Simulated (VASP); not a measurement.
# Ta2N (P-3m1) in VASP: settings compared, part 2 of 2

VASP 6.6.1.

## (5) Single point, RPBE

File INCAR:

```
ALGO     = Normal         # electronic algorithm
EDIFF    = 1E-6           # SCF threshold, eV
ENCUT    = 520            # plane-wave cutoff, eV
GGA      = RP             # functional
ISIF     = 2              # what is computed and relaxed
ISMEAR   = -1             # smearing method
LASPH    = True           # aspherical terms in the spheres
LCHARG   = False          # write CHGCAR
LREAL    = False          # projectors in reciprocal space
LWAVE    = False          # write WAVECAR
NBANDS   = 20             # bands
NELM     = 100            # most SCF steps
PREC     = Accurate       # precision mode
SIGMA    = 0.05           # smearing width, eV
```

File KPOINTS:

```
k-points
0
Gamma
  10 10 6
```

File POSCAR:

```
Ta2N
1.0
    3.1128615060      0.0000000000      0.0000000000
   -1.5564307530      2.6958171426      0.0000000000
    0.0000000000      0.0000000000      4.8698410000
Ta N
2 1
Direct
    0.3333333333      0.6666666667      0.2547110000
    0.6666666667      0.3333333333      0.7452890000
    0.0000000000      0.0000000000      0.0000000000
```

Potentials or basis: VASP PAW PBE potentials, release 64 (Ta_pv, N).

The run is started by

```sh
> cat potpaw_PBE.64/Ta_pv/POTCAR potpaw_PBE.64/N/POTCAR > POTCAR
> mpirun -np 1 vasp_std > vasp.out
```

OUTCAR:

```text
EDIFF = 1E-6
   ENCUT = 520
   GGA = RP
   ISIF = 2
   ISMEAR = -1
   LASPH = True
   LREAL = False
   NELM = 100
   PREC = Accurate

 ion  position               nearest neighbor table
   1  0.333  0.667  0.255-   3 2.18   3 2.18   3 2.18   2 2.99   2 2.99   2 2.99   2 3.06   2 3.06
                             2 3.06
   2  0.667  0.333  0.745-   3 2.18   3 2.18   3 2.18   1 2.99   1 2.99   1 2.99   1 3.06   1 3.06
                             1 3.06
   3  0.000  0.000  0.000-   1 2.18   2 2.18   1 2.18   2 2.18   2 2.18   1 2.18

  LATTYP: Found a hexagonal cell.
 ALAT       =     3.1128615060
 C/A-ratio  =     1.5644258476

  Lattice vectors:

 A1 = (   3.1128615060,   0.0000000000,   0.0000000000)
 A2 = (  -1.5564307530,   2.6958171426,   0.0000000000)
 A3 = (   0.0000000000,   0.0000000000,   4.8698410000)

Analysis of symmetry for initial positions (statically):
=====================================================================
 Subroutine PRICEL returns:
 Original cell was already a primitive cell.

 Routine SETGRP: Setting up the symmetry group for a
 hexagonal supercell.

 Subroutine GETGRP returns: Found 12 space group operations
 (whereof 12 operations were pure point group operations)
 out of a pool of 24 trial point group operations.

The static configuration has the point symmetry D_3d.

Analysis of symmetry for dynamics (positions and initial velocities):
=====================================================================
 Subroutine PRICEL returns:
 Original cell was already a primitive cell.

 Routine SETGRP: Setting up the symmetry group for a
 hexagonal supercell.

 Subroutine GETGRP returns: Found 12 space group operations
 (whereof 12 operations were pure point group operations)
 out of a pool of 24 trial point group operations.

The dynamic configuration has the point symmetry D_3d.

[... 108 lines left out ...]
   POTIM  = 0.5000    time-step for ionic-motion
   TEBEG  =    0.0;   TEEND  =   0.0 temperature during run
   PSTRESS=    0.0 pullay stress
   NELECT =      27.0000    total number of electrons
   NUPDOWN=      -1.0000    fix difference up-down
   EMIN   =  10.00;   EMAX   =-10.00  energy-range for DOS
   EFERMI =   0.00;   METHOD = LEGACY
   ISMEAR =    -1;   SIGMA  =   0.05  broadening in eV -4-tet -1-fermi 0-gaus
   EFERMI_NEDOS =   21; number of points for ismear=-14 and -15
   IALGO  =     38    algorithm
   IMIX   =      4    mixing-type and parameters
     AMIX     =   0.40;   BMIX     =  1.00
     AMIX_MAG =   1.60;   BMIX_MAG =  1.00
  volume/ion in A,a.u.               =      13.62        91.93
  Fermi-wavevector in a.u.,A,eV,Ry     =   1.425852  2.694469 27.661374  2.033054
  Thomas-Fermi vector in A             =   2.546192
   LORBIT       =      0    0 simple, 1 ext, 2 COOP (PROOUT), +10 PAW based schemes
   GGA     = RP    functional components
   LHFCALC =     F    Hartree Fock is set to
   AEXX    =    0.0000 exact exchange contribution
   IVDW    =     0    specifies the selected vdW correction
   LEPSILON=     F    determine dielectric tensor
   LRPA    =     F    only Hartree local field effects (RPA)
 non-spin polarized calculation
  energy-cutoff  :      520.00
  volume of cell :       40.87
 maximum number of plane-waves:      1114
 NGX is ok and might be reduce to    24
   NGX = 11   NGY = 11   NGZ = 19

 number of electron      26.9999996 magnetization

 Free energy of the ion-electron system (eV)
  ---------------------------------------------------
  ext. energy  EPLUGINS =         0.00000000
  ---------------------------------------------------
  free energy    TOTEN  =       -32.85324114 eV

  energy without entropy =      -32.83965763  energy(sigma->0) =      -32.84644938

 E-fermi :   7.5787     XC(G=0): -12.7879

 val. band max:        7.5669543075   @ k =  -0.1000   0.4000   0.1667
 cond. band min:       7.5856920594   @ k =   0.0000   0.3000   0.3333
 fundamental gap:      0.0187377519
 Fermi energy:         7.5786621333

 k-point     1 :       0.0000    0.0000    0.0000
  band No.  band energies     occupation
      1     -28.1556      2.00000
      2     -27.4481      2.00000
      3     -27.4481      2.00000
      4     -27.3236      2.00000
      5     -27.3236      2.00000
      6     -27.2063      2.00000
[... 541 lines left out ...]
     19      12.0926      0.00000
     20      12.9492      0.00000

 [... further k-points ...]
[... 5 lines left out ...]
  --------------------------------------------------------------------------------------
  -------------------------------------------------------------------------------------
  Total        0.6474085      0.6474085      1.0057509      0.0000000      0.0000000      0.0000000
  in kB       25.3818910     25.3818910     39.4308376      0.0000000      0.0000000      0.0000000
  external PRESSURE =      30.0648732 kB  Pullay stress =       0.0000000 kB

 VOLUME and BASIS-vectors are now :
 -----------------------------------------------------------------------------
  energy-cutoff  :      520.00
  volume of cell :       40.87
      direct lattice vectors                 reciprocal lattice vectors
     3.112861506  0.000000000  0.000000000     0.321247829  0.185472520  0.000000000
    -1.556430753  2.695817143  0.000000000     0.000000000  0.370945041  0.000000000
     0.000000000  0.000000000  4.869841000     0.000000000  0.000000000  0.205345513

 POSITION                                       TOTAL-FORCE (eV/Angst)
 -----------------------------------------------------------------------------------
     -0.00000      1.79721      1.24040        -0.000000     -0.000000      0.138156
      1.55643      0.89861      3.62944         0.000000      0.000000     -0.138156
      0.00000      0.00000      0.00000        -0.000000      0.000000      0.000000
 -----------------------------------------------------------------------------------
    total drift:                               -0.000000      0.000000      0.000000

  FREE ENERGIE OF THE ION-ELECTRON SYSTEM (eV)
  ---------------------------------------------------
  free  energy   TOTEN  =       -32.8532411394 eV

  energy  without entropy=      -32.8396576269  energy(sigma->0) =      -32.84644938
```

stdout:

```text
POSCAR found type information on POSCAR TaN
 POSCAR found :  2 types and       3 ions
 scaLAPACK will be used
 -----------------------------------------------------------------------------
|                                                                             |
|                                                                             |
|     You enforced a specific xc type in the INCAR file but a different       |
|     I HOPE YOU KNOW WHAT YOU ARE DOING!                                     |
|                                                                             |
 -----------------------------------------------------------------------------

 LDA part: xc-table for (Slater+PW92), standard interpolation
 POSCAR, INCAR and KPOINTS ok, starting setup
 FFT: planning ... GRIDC
 FFT: planning ... GRID_SOFT
 FFT: planning ... GRID
 WAVECAR not read
 entering main loop
```

It took 60 s on 1 thread of AMD EPYC 7R43 (Zen 3), shared host; peak memory 0.15 GiB.

Results:

```
Free energy   : -32.8532 eV
Pressure      : 3.0 GPa
Largest force : 0.138 eV/Å
```

Forces on the atoms (eV/Å):
```
Ta   0.000  0.000  0.138
Ta   0.000  0.000 -0.138
N    0.000  0.000  0.000
```

Stress tensor (GPa, compression positive):
```
2.54 0.00 0.00
0.00 2.54 0.00
0.00 0.00 3.94
```

Levels at points of the mesh, in eV from the Fermi level:
```tsv
k point	band 12	band 13	band 14	band 15	band 16	band 17
(0.00, 0.00, 0.00)	-0.65	-0.23	-0.23	0.27	0.28	0.28
(0.50, 0.00, 0.00)	-2.64	-1.40	1.76	1.88	3.70	3.97
(0.00, 0.00, 0.50)	-2.67	-1.11	-1.11	1.77	1.87	2.28
(0.50, 0.00, 0.50)	-2.19	-2.14	-0.28	0.72	3.28	3.51
```

Caveat: the PAW data sets were made with another functional, which shifts forces and pressure a little; spin-orbit coupling is left out, which moves the levels of the heavy elements.

## (6) Single point, PBEsol, non-collinear spin, zero start, spin-orbit coupling

File INCAR:

```
SYSTEM = Ta2N
PREC     = Accurate       ! precision mode
ENCUT    = 520            ! plane-wave cutoff, eV
EDIFF    = 1E-6           ! SCF threshold, eV
ISMEAR   = -1             ! smearing method
SIGMA    = 0.05           ! smearing width, eV
LREAL    = .FALSE.        ! projectors in reciprocal space
LASPH    = .TRUE.         ! aspherical terms in the spheres
NELM     = 150            ! most SCF steps
ALGO     = Normal         ! electronic algorithm
ISIF     = 2              ! what is computed and relaxed
LWAVE    = .FALSE.        ! write WAVECAR
LCHARG   = .FALSE.        ! write CHGCAR
MAGMOM   = 0 0 0 0 0 0 0 0 0 ! initial moments
LORBIT   = 11             ! projections on sites
LSORBIT  = .TRUE.         ! spin-orbit coupling
GGA_COMPAT= .FALSE.      
LORBMOM  = .TRUE.       
LMAXMIX  = 4              ! l up to which the mixer works
GGA      = PS             ! functional
NBANDS   = 40             ! bands
```

File KPOINTS:

```
Automatic mesh
0
G
  7 7 5
  0 0 0
```

POSCAR is that of step 5.

Potentials or basis: VASP PAW PBE potentials, release 64 (Ta_pv, N).

The run is started by

```sh
> cat potpaw_PBE.64/Ta_pv/POTCAR potpaw_PBE.64/N/POTCAR > POTCAR
> mpirun -np 1 vasp_ncl > vasp.out
```

Wall time 2.3 min (1 thread of AMD EPYC 7R43 (Zen 3), shared host); peak memory 0.25 GiB.

Results (log left out):

| Item | Value |
| --- | --- |
| Free energy | -37.8323 eV |
| Pressure | -8.2 GPa |
| Largest force | 0.208 eV/Å |
| Net moment | 0.00 μB per cell |
| Valence electrons inside the program's atomic spheres | Ta 8.89; N 3.72 |

Forces in eV/Å, atoms in the order of the input:
```
Ta   0.000  0.000 -0.208
Ta   0.000  0.000  0.208
N    0.000  0.000  0.000
```

Stress tensor (GPa, compression positive):
```
-8.04  0.00  0.00
 0.00 -8.04  0.00
 0.00  0.00 -8.57
```

Moments on the atoms (μB; x, y, z):
```
Ta  0.00 0.00 0.00
Ta  0.00 0.00 0.00
N   0.00 0.00 0.00
```

Caveat: the PAW data sets were made with another functional, which shifts forces and pressure a little.

## (7) The runs side by side

```tsv
task	level	potentials or basis	spin	cell	k mesh	cutoff (eV)	second run	gap on the mesh (eV)	pressure (GPa)	moment (μB)	relaxed volume (Å³/atom)	largest force (eV/Å)
single point	PBE	VASP PAW PBE potentials, release 64 (Ta_sv_GW, N)	non-collinear, zero start, SOC	as given	7 × 7 × 5	600	valence_matched	-	-1.2	0.00	-	0.05
relaxation of cell and atoms	r2SCAN	VASP PAW PBE potentials, release 64 (Ta_pv, N)	off	relaxed	10 × 10 × 6	600	-	none	0.0	-	13.39	0.01
relaxation of cell and atoms	r2SCAN+D3(BJ)	VASP PAW PBE potentials, release 64 (Ta_pv, N)	off	relaxed	10 × 10 × 6	600	-	none	0.0	-	13.26	0.01
single point	RPBE	VASP PAW PBE potentials, release 64 (Ta_pv, N)	off	as given	10 × 10 × 6	520	-	none	3.0	-	-	0.14
single point	PBEsol	VASP PAW PBE potentials, release 64 (Ta_pv, N)	non-collinear, zero start, SOC	as given	7 × 7 × 5	520	-	-	-8.2	0.00	-	0.21
```

Alike in all rows: smearing fermi-dirac 0.05 eV.

Caveats: the PAW data sets were made with another functional, which shifts forces and pressure a little (some runs); spin-orbit coupling is left out, which moves the levels of the heavy elements (some runs); pairwise dispersion overbinds metals, which lowers pressure and volume (some runs).

Absolute energies hang on the potentials; compare differences alone.
